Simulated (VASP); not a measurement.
# Ga2PN (P-6m2) in VASP: notebook, part 2 of 2

VASP 6.6.1. The steps go on from the part before.

## Step 3: Single point, PBE, collinear spin, ferromagnetic start

This run uses another cell than the first one, of 15.87 Å³/atom.

INCAR

```
SYSTEM = Ga2PN
ALGO     = Normal         ! electronic algorithm
EDIFF    = 1E-6           ! SCF threshold, eV
ENCUT    = 600            ! plane-wave cutoff, eV
GGA      = PE             ! functional
GGA_COMPAT= .FALSE.      
ISIF     = 2              ! what is computed and relaxed
ISMEAR   = 0              ! smearing method
ISPIN    = 2              ! spin polarisation
LASPH    = .TRUE.         ! aspherical terms in the spheres
LCHARG   = .FALSE.        ! write CHGCAR
LORBIT   = 11             ! projections on sites
LREAL    = .FALSE.        ! projectors in reciprocal space
LWAVE    = .FALSE.        ! write WAVECAR
MAGMOM   = 0 0 0 1        ! initial moments
NBANDS   = 30             ! bands
NELM     = 200            ! most SCF steps
PREC     = Accurate       ! precision mode
SIGMA    = 0.1            ! smearing width, eV
```

KPOINTS

```
k-points
0
G
  6 6 4
  0 0 0
```

POSCAR

```
Ga2PN
1.0
    3.8362989700      0.0000000000      0.0000000000
   -1.9181494800      3.3223323600      0.0000000000
    0.0000000000      0.0000000000      4.9818107200
Ga P N
2 1 1
Direct
    0.6666666700      0.3333333300      0.7450182400
    0.6666666700      0.3333333300      0.2549817600
    0.3333333300      0.6666666700      0.5000000000
    0.0000000000      0.0000000000      0.0000000000
```

Potentials or basis: VASP PAW PBE potentials, release 64 (Ga_d, P, N).

Run with:

```
> cat potpaw_PBE.64/Ga_d/POTCAR potpaw_PBE.64/P/POTCAR potpaw_PBE.64/N/POTCAR > POTCAR
> mpirun -np 1 vasp_std > vasp.out
```

OUTCAR:

```text
SYSTEM = Ga2PN
   EDIFF = 1E-6
   ENCUT = 600
   GGA = PE
   ISIF = 2
   ISMEAR = 0
   ISPIN = 2
   LASPH = .TRUE.
   LORBIT = 11
   LREAL = .FALSE.
   NELM = 200
   PREC = Accurate

 ion  position               nearest neighbor table
   1  0.667  0.333  0.745-   2 2.44   3 2.53   3 2.53   3 2.53   2 2.54
   2  0.667  0.333  0.255-   1 2.44   3 2.53   3 2.53   3 2.53   1 2.54
   3  0.333  0.667  0.500-   1 2.53   2 2.53   1 2.53   2 2.53   1 2.53   2 2.53
   4  0.000  0.000  0.000-

  LATTYP: Found a hexagonal cell.
 ALAT       =     3.8362989700
 C/A-ratio  =     1.2985981434

  Lattice vectors:

 A1 = (   3.8362989700,   0.0000000000,   0.0000000000)
 A2 = (  -1.9181494800,   3.3223323600,   0.0000000000)
 A3 = (   0.0000000000,   0.0000000000,   4.9818107200)

Analysis of symmetry for initial positions (statically):
=====================================================================
 Subroutine PRICEL returns:
 Original cell was already a primitive cell.

 Routine SETGRP: Setting up the symmetry group for a
 hexagonal supercell.

 Subroutine GETGRP returns: Found 12 space group operations
 (whereof 12 operations were pure point group operations)
 out of a pool of 24 trial point group operations.

The static configuration has the point symmetry D_3h.

Analysis of symmetry for dynamics (positions and initial velocities):
=====================================================================
 Subroutine PRICEL returns:
 Original cell was already a primitive cell.

 Routine SETGRP: Setting up the symmetry group for a
 hexagonal supercell.

 Subroutine GETGRP returns: Found 12 space group operations
 (whereof 12 operations were pure point group operations)
 out of a pool of 24 trial point group operations.

The dynamic configuration has the point symmetry D_3h.

Analysis of structural, dynamic, and magnetic symmetry:
[... 161 lines left out ...]

 E-fermi :   5.4277     XC(G=0): -10.7851

 val. band max:        5.3467221535   @ k =   0.3333   0.3333   0.5000
 cond. band min:       5.5042998214   @ k =   0.1667   0.0000   0.0000
 fundamental gap:      0.1575776679
 Fermi energy:         5.4277012092

 spin component 1

 k-point     1 :       0.0000    0.0000    0.0000
  band No.  band energies     occupation
      1     -10.2470      1.00000
      2      -9.9406      1.00000
      3      -9.9406      1.00000
      4      -9.7203      1.00000
      5      -9.7203      1.00000
      6      -9.6482      1.00000
[... 682 lines left out ...]
     29      16.8084      0.00000
     30      17.4454      0.00000
 Fermi energy:         5.4277012092

 spin component 2

 k-point     1 :       0.0000    0.0000    0.0000
  band No.  band energies     occupation
      1     -10.2470      1.00000
      2      -9.9406      1.00000
      3      -9.9406      1.00000
      4      -9.7203      1.00000
      5      -9.7203      1.00000
      6      -9.6482      1.00000
[... 682 lines left out ...]
     29      16.8084      0.00000
     30      17.4454      0.00000

------------------------ aborting loop because EDIFF is reached ----------------------------------------

  FORCE on cell =-STRESS in cart. coord.  units (eV):
  Direction    XX          YY          ZZ          XY          YZ          ZX
  --------------------------------------------------------------------------------------
  -------------------------------------------------------------------------------------
  Total       -5.7080894     -5.7080894      5.0506495     -0.0000000     -0.0000000      0.0000000
  in kB     -144.0318713   -144.0318709    127.4427318     -0.0000002     -0.0000000      0.0000000
  external PRESSURE =     -53.5403368 kB  Pullay stress =       0.0000000 kB

 VOLUME and BASIS-vectors are now :
 -----------------------------------------------------------------------------
  energy-cutoff  :      600.00
  volume of cell :       63.50
      direct lattice vectors                 reciprocal lattice vectors
     3.836298970  0.000000000  0.000000000     0.260667901  0.150496683  0.000000000
    -1.918149480  3.322332360  0.000000000     0.000000000  0.300993366  0.000000000
     0.000000000  0.000000000  4.981810720     0.000000000  0.000000000  0.200730228

 POSITION                                       TOTAL-FORCE (eV/Angst)
 -----------------------------------------------------------------------------------
      1.91815      1.10744      3.71154        -0.000000      0.000000      2.117325
      1.91815      1.10744      1.27027         0.000000      0.000000     -2.117325
     -0.00000      2.21489      2.49091         0.000000      0.000000      0.000000
      0.00000      0.00000      0.00000         0.000000     -0.000000      0.000000
 -----------------------------------------------------------------------------------
    total drift:                               -0.000013      0.000008     -0.000000

  FREE ENERGIE OF THE ION-ELECTRON SYSTEM (eV)
  ---------------------------------------------------
  free  energy   TOTEN  =       -16.4252237388 eV

  energy  without entropy=      -16.4191243651  energy(sigma->0) =      -16.42217405

 total charge

# of ion       s       p       d       tot
------------------------------------------
    1        0.856   0.647  10.028  11.532
    2        0.856   0.647  10.028  11.532
    3        1.069   1.418   0.000   2.487
    4        1.324   2.076   0.000   3.400
--------------------------------------------------
tot          4.104   4.789  20.057  28.950

 magnetization (x)

# of ion       s       p       d       tot
------------------------------------------
    1       -0.000   0.000   0.000  -0.000
    2       -0.000   0.000   0.000  -0.000
    3       -0.000  -0.000   0.000  -0.000
    4        0.000   0.000   0.000   0.000
--------------------------------------------------
tot         -0.000  -0.000   0.000  -0.000
```

OSZICAR:

```text
N       E                     dE             d eps       ncg     rms          rms(c)
DAV:   1     0.289142108990E+03    0.28914E+03   -0.17524E+04  2834   0.213E+03
DAV:   2     0.233115355038E+02   -0.26583E+03   -0.25009E+03  2580   0.520E+02
DAV:   3    -0.160704161660E+02   -0.39382E+02   -0.38275E+02  2962   0.129E+02
DAV:   4    -0.176430507563E+02   -0.15726E+01   -0.15646E+01  2922   0.274E+01
DAV:   5    -0.176777235789E+02   -0.34673E-01   -0.34658E-01  2976   0.400E+00    0.826E+00
DAV:   6    -0.170204703714E+02    0.65725E+00   -0.94028E+00  4188   0.285E+01    0.645E+00
DAV:   7    -0.164355555640E+02    0.58491E+00   -0.34653E+00  3198   0.711E+00    0.236E+00
DAV:   8    -0.164252275080E+02    0.10328E-01   -0.29038E-01  2806   0.297E+00    0.925E-01
DAV:   9    -0.164244766609E+02    0.75085E-03   -0.17978E-02  3092   0.991E-01    0.333E-01
DAV:  10    -0.164249723798E+02   -0.49572E-03   -0.18870E-03  3008   0.247E-01    0.150E-01
DAV:  11    -0.164251528736E+02   -0.18049E-03   -0.17588E-04  3152   0.711E-02    0.698E-02
DAV:  12    -0.164252012257E+02   -0.48352E-04   -0.92267E-05  2796   0.491E-02    0.210E-02
DAV:  13    -0.164252216081E+02   -0.20382E-04   -0.17038E-05  2720   0.211E-02    0.901E-03
DAV:  14    -0.164252235456E+02   -0.19375E-05   -0.23517E-06  2448   0.992E-03    0.418E-03
DAV:  15    -0.164252237388E+02   -0.19321E-06   -0.64151E-07  2170   0.407E-03
   1 F= -.16425224E+02 E0= -.16422174E+02  d E =-.609937E-02  mag=    -0.0001
```

It took 2.9 min on 1 thread of Intel Xeon 8259CL, shared host; peak memory 0.27 GiB.

Results:

* Free energy: -16.4252 eV
* Pressure: -5.4 GPa
* Largest force: 2.117 eV/Å
* Band gap on the k mesh: zero (filled and empty bands overlap)
* Net moment: 0.00 μB per cell
* Valence electrons inside the program's atomic spheres: Ga 11.53; P 2.49; N 3.40

Forces on the atoms (eV/Å):
```
Ga   0.000  0.000  2.117
Ga   0.000  0.000 -2.117
P    0.000  0.000  0.000
N    0.000  0.000  0.000
```

Levels at points of the mesh, in eV from the Fermi level:
Spin up:
```csv
k point,band 15,band 16,band 17,band 18,band 19,band 20,band 21,band 22
"(0.00, 0.00, 0.00)",-1.71,-1.71,-1.26,-1.26,0.18,0.47,4.05,4.05
"(0.50, 0.00, 0.00)",-3.72,-3.28,-2.72,-0.51,0.91,1.24,1.84,4.34
"(0.00, 0.00, 0.50)",-1.38,-1.38,-1.28,-1.28,0.14,0.88,3.63,3.63
"(0.50, 0.00, 0.50)",-2.78,-2.28,-2.12,-1.67,0.89,1.70,5.24,5.45
```
Spin down:
| k point | band 14 | band 15 | band 16 | band 17 | band 18 | band 19 | band 20 | band 21 | band 22 | band 23 |
| --- | --- | --- | --- | --- | --- | --- | --- | --- | --- | --- |
| (0.00, 0.00, 0.00) | -2.40 | -1.71 | -1.71 | -1.26 | -1.26 | 0.18 | 0.47 | 4.05 | 4.05 | 5.84 |
| (0.50, 0.00, 0.00) | -4.30 | -3.72 | -3.28 | -2.72 | -0.51 | 0.91 | 1.24 | 1.84 | 4.34 | 5.86 |
| (0.00, 0.00, 0.50) | -2.20 | -1.38 | -1.38 | -1.28 | -1.28 | 0.14 | 0.88 | 3.63 | 3.63 | 4.54 |
| (0.50, 0.00, 0.50) | -6.76 | -2.78 | -2.28 | -2.12 | -1.67 | 0.89 | 1.70 | 5.24 | 5.45 | 5.64 |

Caveat: the cell stands under tension; forces of over 1 eV/Å act on the atoms, so gaps and moduli don't describe the material at rest.
